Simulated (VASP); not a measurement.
# SnO2 (P2_12_12) in VASP: further runs

SnO2 is run at these levels: LDA; tasks: single point.

Everything below comes from runs of VASP 6.6.1. Logs are shortened: lines on timing, memory, paths and dates and some standing lists are left out, and cuts for length are marked.

## Step 1: The cell of the first run

Symmetry: P2_12_12, No. 18, orthorhombic system. The conventional cell has a = 4.721 Å, b = 4.721 Å, c = 3.189 Å, α = 90.00°, β = 90.00°, γ = 90.00°. Within 2.7 Å of Sn (site symmetry 2) lie 6 O at 2.02 to 2.15 Å. Within 2.7 Å of O (site symmetry 1) lie 3 Sn at 2.02 to 2.15 Å and 1 O at 2.69 Å.

## Step 2: Single point, LDA (mode 4 frozen in at -0.359 Å and mode 5 at -0.210 Å (largest displacements))

Contents of INCAR:

```
SYSTEM = SnO2
PREC = Accurate ; ENCUT = 520
EDIFF = 1E-6 ; ISMEAR = 0
SIGMA = 0.05 ; LREAL = .False.
LASPH = .True. ; NELM = 80
ALGO = Normal ; ISIF = 2
LWAVE = .False. ; LCHARG = .False.
NBANDS = 35
```

Contents of KPOINTS:

```
regular mesh
0
Gamma
  6 6 8
  0 0 0
```

Contents of POSCAR:

```
SnO2
1.0
    4.7207174017      0.0000000000      0.0000000000
    0.0000000000      4.7207174017      0.0000000000
    0.0000000000      0.0000000000      3.1887553105
Sn O
2 4
Direct
    0.0000000000      0.0000000000     -0.0658564172
    0.5000000000      0.5000000000      0.5658564172
    0.2523626180      0.3598504812      0.0383163468
    0.2476373820      0.8598504812      0.4616836532
    0.7476373820      0.6401495188      0.0383163468
    0.7523626180      0.1401495188      0.4616836532
```

Potentials or basis: VASP PAW LDA potentials, release 64 (Sn_d, O).

Started as:

```sh
> cat potpaw_LDA.64/Sn_d/POTCAR potpaw_LDA.64/O/POTCAR > POTCAR
> mpirun -np 1 vasp_std > vasp.out
```

OUTCAR:

```text
SYSTEM = SnO2
   PREC = Accurate
   ENCUT = 520
   EDIFF = 1E-6
   ISMEAR = 0
   LREAL = .False.
   LASPH = .True.
   NELM = 80
   ISIF = 2

 ion  position               nearest neighbor table
   1  0.000  0.000  0.934-   4 2.02   6 2.02   5 2.10   3 2.10   4 2.15   6 2.15   2 3.54   2 3.54
                             2 3.54   2 3.54
   2  0.500  0.500  0.566-   3 2.02   5 2.02   4 2.10   6 2.10   3 2.15   5 2.15   1 3.54   1 3.54
                             1 3.54   1 3.54
   3  0.252  0.360  0.038-   2 2.02   1 2.10   2 2.15
   4  0.248  0.860  0.462-   1 2.02   2 2.10   1 2.15
   5  0.748  0.640  0.038-   2 2.02   1 2.10   2 2.15
   6  0.752  0.140  0.462-   1 2.02   2 2.10   1 2.15

  LATTYP: Found a simple tetragonal cell.
 ALAT       =     4.7207174017
 C/A-ratio  =     0.6754810846

  Lattice vectors:

 A1 = (   4.7207174017,   0.0000000000,   0.0000000000)
 A2 = (   0.0000000000,   4.7207174017,   0.0000000000)
 A3 = (   0.0000000000,   0.0000000000,   3.1887553105)

Analysis of symmetry for initial positions (statically):
=====================================================================
 Subroutine PRICEL returns:
 Original cell was already a primitive cell.

 Routine SETGRP: Setting up the symmetry group for a
 simple tetragonal supercell.

 Subroutine GETGRP returns: Found  4 space group operations
 (whereof  2 operations were pure point group operations)
 out of a pool of 16 trial point group operations.

The static configuration has the point symmetry C_2 .
 The point group associated with its full space group is D_2 .

Analysis of symmetry for dynamics (positions and initial velocities):
=====================================================================
 Subroutine PRICEL returns:
 Original cell was already a primitive cell.

 Routine SETGRP: Setting up the symmetry group for a
 simple tetragonal supercell.

 Subroutine GETGRP returns: Found  4 space group operations
 (whereof  2 operations were pure point group operations)
 out of a pool of 16 trial point group operations.

The dynamic configuration has the point symmetry C_2 .
 The point group associated with its full space group is D_2 .

 Subroutine INISYM returns: Found  4 space group operations
 (whereof  2 operations are pure point group operations),
 and found     1 'primitive' translations

----------------------------------------------------------------------------------------

                                     Primitive cell

  volume of cell :      71.0620

  direct lattice vectors                    reciprocal lattice vectors
     4.720717402  0.000000000  0.000000000     0.211832210  0.000000000  0.000000000
     0.000000000  4.720717402  0.000000000     0.000000000  0.211832210  0.000000000
     0.000000000  0.000000000  3.188755310     0.000000000  0.000000000  0.313601987

  length of vectors
     4.720717402  4.720717402  3.188755310     0.211832210  0.211832210  0.313601987

  position of ions in fractional coordinates (direct lattice)
     0.000000000  0.000000000  0.934143583
     0.500000000  0.500000000  0.565856417
     0.252362618  0.359850481  0.038316347
     0.247637382  0.859850481  0.461683653
     0.747637382  0.640149519  0.038316347
     0.752362618  0.140149519  0.461683653

  ion indices of the primitive-cell ions
   primitive index   ion index
                 1           1
                 2           2
                 3           3
                 4           4
                 5           5
                 6           6

----------------------------------------------------------------------------------------

 KPOINTS: regular mesh

Automatic generation of k-mesh.
 Grid dimensions read from file:
 generate k-points for:    6    6    8

 Generating k-lattice:

  Cartesian coordinates                     Fractional coordinates (reciprocal lattice)
     0.035305368  0.000000000  0.000000000     0.166666667  0.000000000  0.000000000
     0.000000000  0.035305368  0.000000000     0.000000000  0.166666667  0.000000000
[... 46 lines left out ...]
 non-spin polarized calculation
 Gauss-broadening in eV      SIGMA  =   0.05
  energy-cutoff  :      520.00
  volume of cell :       71.06
 maximum number of plane-waves:      1934
   NGX = 17   NGY = 17   NGZ = 11

 number of electron      51.9999990 magnetization

 Free energy of the ion-electron system (eV)
  ---------------------------------------------------
  ext. energy  EPLUGINS =         0.00000000
  ---------------------------------------------------
  free energy    TOTEN  =       -41.56113181 eV

  energy without entropy =      -41.56113181  energy(sigma->0) =      -41.56113181

 E-fermi :   6.0923     XC(G=0): -11.9010

 val. band max:        5.8297857645   @ k =   0.5000   0.0000   0.0000
 cond. band min:       6.9955575435   @ k =   0.0000   0.0000   0.0000
 fundamental gap:      1.1657717790
 Fermi energy:         6.0923371035

 k-point     1 :       0.0000    0.0000    0.0000
  band No.  band energies     occupation
      1     -14.9160      2.00000
      2     -14.2831      2.00000
      3     -14.0679      2.00000
      4     -14.0648      2.00000
      5     -14.0543      2.00000
      6     -13.9348      2.00000
[... 27 lines left out ...]
     34      17.7202      0.00000
     35      17.9278      0.00000

 k-point     2 :       0.1667    0.0000    0.0000
  band No.  band energies     occupation
      1     -14.8786      2.00000
      2     -14.3231      2.00000
      3     -14.0750      2.00000
      4     -14.0656      2.00000
      5     -14.0523      2.00000
      6     -13.9318      2.00000
[... 27 lines left out ...]
     34      18.0211      0.00000
     35      18.0840      0.00000

 k-point     3 :       0.0000    0.1667    0.0000
  band No.  band energies     occupation
      1     -14.8806      2.00000
      2     -14.3263      2.00000
      3     -14.0782      2.00000
      4     -14.0767      2.00000
      5     -14.0407      2.00000
      6     -13.9328      2.00000
[... 27 lines left out ...]
     34      17.5523      0.00000
     35      18.0221      0.00000
[... 723 lines left out ...]
 k-point    23 :       0.0000    0.5000    0.1250
  band No.  band energies     occupation
      1     -14.5932      2.00000
      2     -14.5932      2.00000
      3     -14.1746      2.00000
      4     -14.1746      2.00000
      5     -13.9822      2.00000
      6     -13.9822      2.00000
[... 27 lines left out ...]
     34      17.6177      0.00000
     35      18.4589      0.00000

 k-point    24 :       0.1667    0.1667    0.1250
  band No.  band energies     occupation
      1     -14.7933      2.00000
      2     -14.3363      2.00000
      3     -14.1919      2.00000
      4     -14.1577      2.00000
      5     -14.0300      2.00000
      6     -13.9361      2.00000
[... 27 lines left out ...]
     34      17.7996      0.00000
     35      18.2004      0.00000

 [... further k-points ...]
[... 5 lines left out ...]
  --------------------------------------------------------------------------------------
  -------------------------------------------------------------------------------------
  Total       -1.6119105     -1.1747852     -2.4402405      0.0000000      0.0000000      0.0000000
  in kB      -36.3424593    -26.4869440    -55.0181538      0.0000000      0.0000000      0.0000000
  external PRESSURE =     -39.2825190 kB  Pullay stress =       0.0000000 kB

 VOLUME and BASIS-vectors are now :
 -----------------------------------------------------------------------------
  energy-cutoff  :      520.00
  volume of cell :       71.06
      direct lattice vectors                 reciprocal lattice vectors
     4.720717402  0.000000000  0.000000000     0.211832210  0.000000000  0.000000000
     0.000000000  4.720717402  0.000000000     0.000000000  0.211832210  0.000000000
     0.000000000  0.000000000  3.188755310     0.000000000  0.000000000  0.313601987

 POSITION                                       TOTAL-FORCE (eV/Angst)
 -----------------------------------------------------------------------------------
      0.00000      0.00000      2.97876         0.000000     -0.000000      1.799607
      2.36036      2.36036      1.80438         0.000000     -0.000000     -1.799607
      1.19133      1.69875      0.12218         0.351867     -0.434917     -0.240866
      1.16903      4.05911      1.47220        -0.351867     -0.434917      0.240866
      3.52938      3.02196      0.12218        -0.351867      0.434917     -0.240866
      3.55169      0.66161      1.47220         0.351867      0.434917      0.240866
 -----------------------------------------------------------------------------------
    total drift:                               -0.000000     -0.000000     -0.000000

  FREE ENERGIE OF THE ION-ELECTRON SYSTEM (eV)
  ---------------------------------------------------
  free  energy   TOTEN  =       -41.5611318122 eV

  energy  without entropy=      -41.5611318122  energy(sigma->0) =      -41.56113181
```

Wall time 58 s (1 thread of Intel Xeon 6975P-C (Granite Rapids), shared host); peak memory 0.26 GiB.

What came out:

```
Free energy            : -41.5611 eV
Pressure               : -3.9 GPa
Largest force          : 1.800 eV/Å
Band gap on the k mesh : 1.17 eV, indirect (least direct gap 1.22 eV)
```

Forces on the atoms (eV/Å):
```
Sn   0.000  0.000  1.800
Sn   0.000  0.000 -1.800
O    0.352 -0.435 -0.241
O   -0.352 -0.435  0.241
O   -0.352  0.435 -0.241
O    0.352  0.435  0.241
```

Stress tensor (GPa, compression positive):
```
-3.63  0.00  0.00
 0.00 -2.65  0.00
 0.00  0.00 -5.50
```

Levels at points of the mesh, in eV from the valence-band top:
```tsv
k point	band 22	band 23	band 24	band 25	band 26	band 27	band 28	band 29	band 30	band 31
(0.00, 0.00, 0.00)	-1.21	-0.90	-0.37	-0.35	-0.06	1.17	5.65	6.19	6.51	9.92
(0.50, 0.00, 0.00)	-1.43	-1.02	-1.02	0.00	0.00	3.64	3.64	6.11	6.11	10.38
(0.00, 0.50, 0.00)	-2.01	-0.98	-0.98	-0.48	-0.48	4.20	4.20	7.58	7.58	9.94
(0.50, 0.50, 0.00)	-2.04	-1.18	-1.18	-0.42	-0.42	4.54	4.54	6.86	6.86	10.55
(0.00, 0.00, 0.50)	-2.42	-1.98	-1.17	-0.53	-0.53	5.04	5.93	8.81	9.32	9.70
(0.50, 0.00, 0.50)	-1.98	-1.03	-1.03	-0.54	-0.54	5.83	5.83	7.93	7.93	10.03
(0.00, 0.50, 0.50)	-1.33	-0.93	-0.93	-0.29	-0.29	5.48	5.48	7.12	7.12	10.60
(0.50, 0.50, 0.50)	-2.22	-0.92	-0.92	-0.35	-0.35	4.56	4.56	8.27	8.27	10.36
```

Caveat: the cell differs from its parent crystal (mode 4 frozen in at -0.359 Å and mode 5 at -0.210 Å (largest displacements)); spin-orbit coupling is left out, which moves the levels of the heavy elements; forces of over 1 eV/Å act on the atoms, so gaps and moduli don't describe the material at rest. A k mesh can miss the band edges.

## Step 3: Single point, LDA (mode 4 frozen in at -0.598 Å and mode 5 at -0.210 Å (largest displacements))

Contents of INCAR:

```
SYSTEM = SnO2
PREC = Accurate
ENCUT = 520
EDIFF = 1E-7
ISMEAR = 0
SIGMA = 0.05
LREAL = .FALSE.
LASPH = .TRUE.
NELM = 60
ALGO = Normal
ISIF = 2
LWAVE = .FALSE.
LCHARG = .FALSE.
GGA = CA
NBANDS = 35
```

Contents of KPOINTS:

```
regular mesh
0
G
  6 6 8
  0 0 0
```

Contents of POSCAR:

```
SnO2
1.0
    4.7207174017      0.0000000000      0.0000000000
    0.0000000000      4.7207174017      0.0000000000
    0.0000000000      0.0000000000      3.1887553105
Sn O
2 4
Direct
    0.0000000000      0.0000000000     -0.0658564172
    0.5000000000      0.5000000000      0.5658564172
    0.2165333303      0.3956797689      0.0383163468
    0.2834666697      0.8956797689      0.4616836532
    0.7834666697      0.6043202311      0.0383163468
    0.7165333303      0.1043202311      0.4616836532
```

Potentials or basis: VASP PAW LDA potentials, release 64 (Sn_d, O).

Started as:

```sh
> cat potpaw_LDA.64/Sn_d/POTCAR potpaw_LDA.64/O/POTCAR > POTCAR
> mpirun -np 1 vasp_std > vasp.out
```

Run time: 88 s. Hardware: 1 thread of Intel Xeon Platinum 8488C (Sapphire Rapids), shared host; peak memory 0.26 GiB.

The run converged. Its results:

```yaml
Free_energy: -40.3906 eV
Pressure: -8.3 GPa
Largest_force: 2.306 eV/Å
Band_gap_on_the_k_mesh: 0.30 eV, direct
```

Forces on the atoms (eV/Å):
```
Sn   0.000  0.000  1.381
Sn   0.000  0.000 -1.381
O    2.043 -0.998 -0.385
O   -2.043 -0.998  0.385
O   -2.043  0.998 -0.385
O    2.043  0.998  0.385
```

Stress tensor (GPa, compression positive):
```
 -3.68   0.00   0.00
  0.00  -8.21   0.00
  0.00   0.00 -13.10
```

Levels at points of the mesh, in eV from the valence-band top:
| k point | band 23 | band 24 | band 25 | band 26 | band 27 | band 28 | band 29 | band 30 |
| --- | --- | --- | --- | --- | --- | --- | --- | --- |
| (0.00, 0.00, 0.00) | -1.14 | -1.09 | -0.35 | 0.00 | 0.30 | 4.28 | 5.72 | 6.23 |
| (0.50, 0.00, 0.00) | -1.55 | -1.55 | -0.76 | -0.76 | 2.65 | 2.65 | 5.25 | 5.25 |
| (0.00, 0.50, 0.00) | -1.35 | -1.35 | -0.58 | -0.58 | 3.20 | 3.20 | 7.00 | 7.00 |
| (0.50, 0.50, 0.00) | -1.87 | -1.87 | -0.51 | -0.51 | 3.66 | 3.66 | 5.54 | 5.54 |
| (0.00, 0.00, 0.50) | -2.62 | -1.89 | -0.20 | -0.17 | 3.49 | 4.25 | 7.23 | 8.11 |
| (0.50, 0.00, 0.50) | -1.93 | -1.93 | -0.80 | -0.80 | 4.41 | 4.41 | 7.01 | 7.01 |
| (0.00, 0.50, 0.50) | -1.58 | -1.58 | -0.06 | -0.06 | 3.88 | 3.88 | 5.68 | 5.68 |
| (0.50, 0.50, 0.50) | -1.81 | -1.81 | -0.59 | -0.59 | 3.60 | 3.60 | 7.25 | 7.25 |

Caveat: the cell differs from its parent crystal (mode 4 frozen in at -0.598 Å and mode 5 at -0.210 Å (largest displacements)); spin-orbit coupling is left out, which moves the levels of the heavy elements; forces of over 1 eV/Å act on the atoms, so gaps and moduli don't describe the material at rest.

## Step 4: Single point, LDA (mode 4 frozen in at -0.598 Å and mode 5 at -0.126 Å (largest displacements))

Contents of INCAR:

```
  ALGO = Normal
  EDIFF = 1E-6
  ENCUT = 520
  ISIF = 2
  ISMEAR = 0
  LASPH = T
  LCHARG = F
  LREAL = F
  LWAVE = F
  NBANDS = 35
  NELM = 100
  PREC = Accurate
  SIGMA = 0.05
```

Contents of KPOINTS:

```
k-points
0
Gamma
  6 6 8
```

Contents of POSCAR:

```
SnO2
1.0
    4.7207174017      0.0000000000      0.0000000000
    0.0000000000      4.7207174017      0.0000000000
    0.0000000000      0.0000000000      3.1887553105
Sn O
2 4
Direct
    0.0000000000      0.0000000000     -0.0395138503
    0.5000000000      0.5000000000      0.5395138503
    0.2165333303      0.3956797689      0.0229898081
    0.2834666697      0.8956797689      0.4770101919
    0.7834666697      0.6043202311      0.0229898081
    0.7165333303      0.1043202311      0.4770101919
```

Started as:

```sh
> cat potpaw_LDA.64/Sn_d/POTCAR potpaw_LDA.64/O/POTCAR > POTCAR
> mpirun -np 1 vasp_std > vasp.out
```

Run time: 82 s. Hardware: 1 thread of Intel Xeon Platinum 8488C (Sapphire Rapids), shared host; peak memory 0.26 GiB.

The run converged. Its results:

```yaml
Free_energy: -40.6360 eV
Pressure: -8.6 GPa
Largest_force: 2.385 eV/Å
Band_gap_on_the_k_mesh: 0.42 eV, direct
```

Forces on the atoms (eV/Å):
```
Sn   0.000  0.000  0.824
Sn   0.000  0.000 -0.824
O    2.192 -0.909 -0.231
O   -2.192 -0.909  0.231
O   -2.192  0.909 -0.231
O    2.192  0.909  0.231
```

Stress tensor (GPa, compression positive):
```
 -5.04   0.00   0.00
  0.00  -8.45   0.00
  0.00   0.00 -12.45
```

Levels at points of the mesh, in eV from the valence-band top:
| k point | band 22 | band 23 | band 24 | band 25 | band 26 | band 27 | band 28 | band 29 | band 30 | band 31 |
| --- | --- | --- | --- | --- | --- | --- | --- | --- | --- | --- |
| (0.00, 0.00, 0.00) | -1.52 | -1.05 | -1.05 | -0.32 | 0.00 | 0.42 | 4.34 | 5.86 | 6.28 | 8.31 |
| (0.50, 0.00, 0.00) | -1.63 | -1.49 | -1.49 | -0.75 | -0.75 | 2.75 | 2.75 | 5.35 | 5.35 | 9.23 |
| (0.00, 0.50, 0.00) | -2.62 | -1.28 | -1.28 | -0.53 | -0.53 | 3.36 | 3.36 | 7.11 | 7.11 | 8.64 |
| (0.50, 0.50, 0.00) | -2.62 | -1.80 | -1.80 | -0.47 | -0.47 | 3.81 | 3.81 | 5.71 | 5.71 | 9.39 |
| (0.00, 0.00, 0.50) | -3.20 | -2.43 | -1.99 | -0.15 | -0.13 | 3.75 | 4.22 | 7.44 | 7.97 | 8.80 |
| (0.50, 0.00, 0.50) | -2.72 | -1.85 | -1.85 | -0.77 | -0.77 | 4.55 | 4.55 | 7.06 | 7.06 | 9.13 |
| (0.00, 0.50, 0.50) | -1.98 | -1.56 | -1.56 | 0.00 | 0.00 | 4.05 | 4.05 | 5.77 | 5.77 | 9.83 |
| (0.50, 0.50, 0.50) | -2.58 | -1.79 | -1.79 | -0.56 | -0.56 | 3.69 | 3.69 | 7.57 | 7.57 | 8.61 |

Caveat: the cell differs from its parent crystal (mode 4 frozen in at -0.598 Å and mode 5 at -0.126 Å (largest displacements)); spin-orbit coupling is left out, which moves the levels of the heavy elements; forces of over 1 eV/Å act on the atoms, so gaps and moduli don't describe the material at rest.

## Step 5: Single point, LDA (mode 4 frozen in at -0.359 Å and mode 5 at -0.126 Å (largest displacements))

Contents of INCAR:

```
SYSTEM = SnO2
PREC = Accurate
ENCUT = 520
EDIFF = 1E-6
ISMEAR = 0
SIGMA = 0.05
LREAL = .False.
LASPH = .True.
NELM = 60
ALGO = Normal
ISIF = 2
LWAVE = .False.
LCHARG = .True.
GGA = CA
LELF = .True.
LVHAR = .True.
NBANDS = 35
```

Contents of KPOINTS:

```
Automatic mesh
0
Gamma
  6 6 8
  0 0 0
```

Contents of POSCAR:

```
SnO2
1.0
    4.7207174017      0.0000000000      0.0000000000
    0.0000000000      4.7207174017      0.0000000000
    0.0000000000      0.0000000000      3.1887553105
Sn O
2 4
Direct
    0.0000000000      0.0000000000     -0.0395138503
    0.5000000000      0.5000000000      0.5395138503
    0.2523626180      0.3598504812      0.0229898081
    0.2476373820      0.8598504812      0.4770101919
    0.7476373820      0.6401495188      0.0229898081
    0.7523626180      0.1401495188      0.4770101919
```

Started as:

```sh
> cat potpaw_LDA.64/Sn_d/POTCAR potpaw_LDA.64/O/POTCAR > POTCAR
> mpirun -np 1 vasp_std > vasp.out
```

Wall time 6.9 min (1 thread of AMD EPYC 7R13, shared host); peak memory 0.23 GiB.

The run converged. Its results:

```yaml
Free_energy: -41.8388 eV
Pressure: -4.3 GPa
Largest_force: 1.064 eV/Å
Band_gap_on_the_k_mesh: 1.31 eV, indirect (least direct gap 1.40 eV)
```

Forces on the atoms (eV/Å):
```
Sn   0.000  0.000  1.064
Sn   0.000  0.000 -1.064
O    0.536 -0.289 -0.144
O   -0.536 -0.289  0.144
O   -0.536  0.289 -0.144
O    0.536  0.289  0.144
```

Stress tensor (GPa, compression positive):
```
-4.98  0.00  0.00
 0.00 -2.89  0.00
 0.00  0.00 -4.97
```

Levels at points of the mesh, in eV from the valence-band top:
```tsv
k point	band 23	band 24	band 25	band 26	band 27	band 28	band 29	band 30
(0.00, 0.00, 0.00)	-0.80	-0.35	-0.33	-0.09	1.31	5.73	6.31	6.57
(0.50, 0.00, 0.00)	-0.95	-0.95	0.00	0.00	3.79	3.79	6.22	6.22
(0.00, 0.50, 0.00)	-0.92	-0.92	-0.44	-0.44	4.39	4.39	7.71	7.71
(0.50, 0.50, 0.00)	-1.13	-1.13	-0.38	-0.38	4.71	4.71	7.04	7.04
(0.00, 0.00, 0.50)	-1.79	-1.30	-0.50	-0.49	5.36	5.91	9.01	9.55
(0.50, 0.00, 0.50)	-0.94	-0.94	-0.54	-0.54	6.02	6.02	8.05	8.05
(0.00, 0.50, 0.50)	-0.91	-0.91	-0.23	-0.23	5.67	5.67	7.27	7.27
(0.50, 0.50, 0.50)	-0.89	-0.89	-0.31	-0.31	4.64	4.64	8.64	8.64
```

Caveat: the cell differs from its parent crystal (mode 4 frozen in at -0.359 Å and mode 5 at -0.126 Å (largest displacements)); spin-orbit coupling is left out, which moves the levels of the heavy elements; forces of over 1 eV/Å act on the atoms, so gaps and moduli don't describe the material at rest.
